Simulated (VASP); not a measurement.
Here is a VASP 6.6.1 calculation.

The input INCAR:

```
ALGO = Normal
EDIFF = 1E-7
ENCUT = 520
GGA = PE
ISIF = 2
ISMEAR = 0
LASPH = True
LCHARG = True
LELF = True
LREAL = False
LVHAR = True
LWAVE = False
NBANDS = 27
NELM = 80
PREC = Accurate
SIGMA = 0.1
```

KPOINTS

```
k-points
0
Gamma
  6 6 6
```

POSCAR

```
CdW2
1.0
    1.5309478871      0.8838931748      6.9447512732
   -1.5309478871      0.8838931748      6.9447512732
    0.0000000000     -1.7677863494      6.9447512732
Cd W
1 2
Direct
    0.0000000000      0.0000000000      0.0000000000
    0.7901287870      0.7901287870      0.7901287870
    0.2098712130      0.2098712130      0.2098712130
```

Potentials or basis: VASP PAW PBE potentials, release 64 (Cd, W_sv).

Run with:

```sh
$ cat potpaw_PBE.64/Cd/POTCAR potpaw_PBE.64/W_sv/POTCAR > POTCAR
$ mpirun -np 1 vasp_std > vasp.out
```

Q: What does it give for the pressure?

A: 0.7 GPa.

Q: Predict the band gap on the k mesh.

A: Zero (bands 20 and 21 overlap by 2.08 eV).

Q: Predict the largest force.

A: 0.079 eV/Å.

Stress tensor (GPa, compression positive):
```
0.59 0.00 0.00
0.00 0.59 0.00
0.00 0.00 0.79
```

Caveat: the k points lie up to 0.40 Å⁻¹ apart, too coarse for converged energies and pressures of a metal; spin-orbit coupling is left out, which moves the levels of the heavy elements.
